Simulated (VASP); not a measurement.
Here is a VASP 6.6.1 calculation.

Contents of INCAR:

```
SYSTEM = SiC
PREC = Accurate ; ENCUT = 520
EDIFF = 1E-6 ; ISMEAR = -1
SIGMA = 0.1 ; LREAL = .FALSE.
LASPH = .TRUE. ; NELM = 80
ALGO = Normal ; ISIF = 2
LWAVE = .FALSE. ; LCHARG = .FALSE.
GGA = PS ; NBANDS = 16
```

Contents of KPOINTS:

```
regular mesh
0
G
  12 12 6
  0 0 0
```

The input POSCAR:

```
SiC
1.0
    3.0757719604      0.0000000000      0.0000000000
   -1.5378859802      2.6636966539      0.0000000000
    0.0000000000      0.0000000000      5.0475313094
Si C
2 2
Direct
    0.3333333333      0.6666666667      0.0045931156
    0.6666666667      0.3333333333      0.5045931156
    0.3333333333      0.6666666667      0.3804068844
    0.6666666667      0.3333333333      0.8804068844
```

Potentials or basis: VASP PAW PBE potentials, release 64 (Si, C).

Run with:

```sh
$ cat potpaw_PBE.64/Si/POTCAR potpaw_PBE.64/C/POTCAR > POTCAR
$ mpirun -np 1 vasp_std > vasp.out
```

Question: Estimate the pressure.

Answer: 0.4 GPa.

Question: What does it give for the band gap on the k mesh?

Answer: 2.11 eV, indirect (least direct gap 3.85 eV).

Caveat: the PAW data sets were made with another functional, which shifts forces and pressure a little. A k mesh can miss the band edges.
